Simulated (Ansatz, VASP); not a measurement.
# MgB2 in VASP and in Ansatz

Contents of INCAR:

```
ALGO     = Normal         # electronic algorithm
EDIFF    = 1E-6           # SCF threshold, eV
ENCUT    = 520            # plane-wave cutoff, eV
GGA      = PE             # functional
ISIF     = 2              # what is computed and relaxed
ISMEAR   = -1             # smearing method
LASPH    = True           # aspherical terms in the spheres
LCHARG   = False          # write CHGCAR
LREAL    = False          # projectors in reciprocal space
LWAVE    = False          # write WAVECAR
NBANDS   = 11             # bands
NELM     = 80             # most SCF steps
PREC     = Accurate       # precision mode
SIGMA    = 0.05           # smearing width, eV
```

KPOINTS

```
k-points
0
Gamma
  12 12 9
```

POSCAR

```
MgB2
1.0
    3.0850007055     -0.0154250035     -0.0154250035
   -1.5558587977      2.6794014835     -0.0056459431
   -0.0176150000     -0.0176150000      3.5230000000
Mg B
1 2
Direct
    0.0000000000      0.0000000000      0.0000000000
    0.3333333333      0.6666666667      0.5000000000
    0.6666666667      0.3333333333      0.5000000000
```

Input for Ansatz:

```yaml
crystal:
  lattice:
    - [3.0850007055, -0.0154250035, -0.0154250035]
    - [-1.5558587977, 2.6794014835, -0.0056459431]
    - [-0.017615, -0.017615, 3.523]
  atoms:
    - { symbol: Mg, position: [0.0, 0.0, 0.0] }
    - { symbol: B, position: [0.3333333333, 0.6666666667, 0.5] }
    - { symbol: B, position: [0.6666666667, 0.3333333333, 0.5] }
kpoints:
  mp_grid: { grid: [12, 12, 9] }
  band_path:
    path:
      - [0.0, 0.0, 0.0]
      - [0.0, 0.0, 0.5]
      - [-0.5, 0.5, 0.0]
      - [0.0, 0.0, 0.0]
      - [0.0, -0.5, 0.0]
      - [-0.5, 0.0, 0.5]
      - [0.0, 0.0, 0.0]
      - [-0.5, 0.0, 0.0]
      - [0.0, -0.5, 0.5]
    npoints: 5
scf:
  occupations: { method: fermi_dirac, width: 0.05 }
hamiltonian:
  xc: pbe
  pseudopotentials: { kind: all_electron, lapw: { basis_error: 0.0005 } }
output:
  forces: true
  stress: true
  eigenvalues: true
```

Change from the starting cell: equal xy, yz and zx shear strains of -1 %.

Alike in both runs: task single point; functional PBE; k mesh 12 × 12 × 9; occupations fermi-dirac, width 0.05 eV; no spin polarisation.

|  | VASP | Ansatz |
| --- | --- | --- |
| version | VASP 6.6.1 | Ansatz 0.2.0 |
| potentials or method | VASP PAW PBE potentials, release 64 (Mg, B), cutoff 520 eV | all-electron LAPW, scalar-relativistic |

VASP gave:

| Item | Value |
| --- | --- |
| pressure (GPa) | -1.3 |
| traceless stress, the component that is largest in VASP (GPa) | 2.00 |
| rms of the force components (eV/Å) | 0.008 |

Estimate Ansatz's values.

pressure (GPa): -1.0; traceless stress, the component that is largest in VASP (GPa): 2.00; rms of the force components (eV/Å): 0.008.

Atom by atom the forces differ by 0.000 eV/Å (rms over components). Ansatz ran all-electron here, and VASP with PAW potentials.
